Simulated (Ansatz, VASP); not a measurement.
**Al2C3 in VASP and in Ansatz**

File INCAR:

```
PREC     = Accurate       # precision mode
ENCUT    = 520            # plane-wave cutoff, eV
EDIFF    = 1E-7           # SCF threshold, eV
ISMEAR   = 0              # smearing method
SIGMA    = 0.1            # smearing width, eV
LREAL    = False          # projectors in reciprocal space
LASPH    = True           # aspherical terms in the spheres
NELM     = 80             # most SCF steps
ALGO     = Normal         # electronic algorithm
ISIF     = 2              # what is computed and relaxed
LWAVE    = False          # write WAVECAR
LCHARG   = False          # write CHGCAR
GGA      = PE             # functional
NBANDS   = 17             # bands
```

KPOINTS

```
Automatic mesh
0
Gamma
  6 6 4
```

File POSCAR:

```
Al2C3
1.0
    3.6460003441      0.0000000000      0.0000000000
   -1.8230001721      3.1575289202      0.0000000000
    0.0000000000      0.0000000000      4.4022091810
Al C
2 3
Direct
    0.3333333333      0.6666666667      0.1380000000
    0.6666666667      0.3333333333      0.8620000000
    0.0000000000      0.0000000000      0.0000000000
    0.3333333333      0.6666666667      0.6250000000
    0.6666666667      0.3333333333      0.3750000000
```

Input for Ansatz:

```yaml
crystal:
  lattice:
    - [3.6460003441, 0.0, 0.0]
    - [-1.8230001721, 3.1575289202, 0.0]
    - [0.0, 0.0, 4.402209181]
  atoms:
    - { symbol: Al, position: [0.3333333333, 0.6666666667, 0.138] }
    - { symbol: Al, position: [0.6666666667, 0.3333333333, 0.862] }
    - { symbol: C, position: [0.0, 0.0, 0.0] }
    - { symbol: C, position: [0.3333333333, 0.6666666667, 0.625] }
    - { symbol: C, position: [0.6666666667, 0.3333333333, 0.375] }
basis:
  ecutwfc: 420
kpoints:
  mp_grid: { grid: [6, 6, 4] }
hamiltonian:
  xc: pbe
scf:
  occupations: { method: gaussian, width: 0.1 }
  lower_state_search: "off"
output:
  forces: true
  stress: true
  eigenvalues: true
```

Alike in both runs: task single point; functional PBE; k mesh 6 × 6 × 4; occupations gaussian, width 0.1 eV; no spin polarisation.

|  | VASP | Ansatz |
| --- | --- | --- |
| version | VASP 6.6.1 | Ansatz 0.2.0 |
| potentials or method | VASP PAW PBE potentials, release 64 (Al, C), cutoff 520 eV | scalar-relativistic, plane waves, PAW |
| valence electrons in the cell | 18 | 18 |

```tsv
	VASP	Ansatz	Ansatz less VASP
gap on the k mesh at the Fermi level (eV)	none	none	-
pressure (GPa)	-2.4	-2.4	+0.02
traceless stress, the component that is largest in VASP (GPa)	1.86	1.84	-0.021
rms of the force components (eV/Å)	1.178	1.179	+0.0013
```

Atom by atom the forces differ by 0.001 eV/Å (rms over components). A gap of «none» marks a metal or a gap that the smearing closes. With one functional, cell and mesh, what is left measures potentials, basis and numerics.
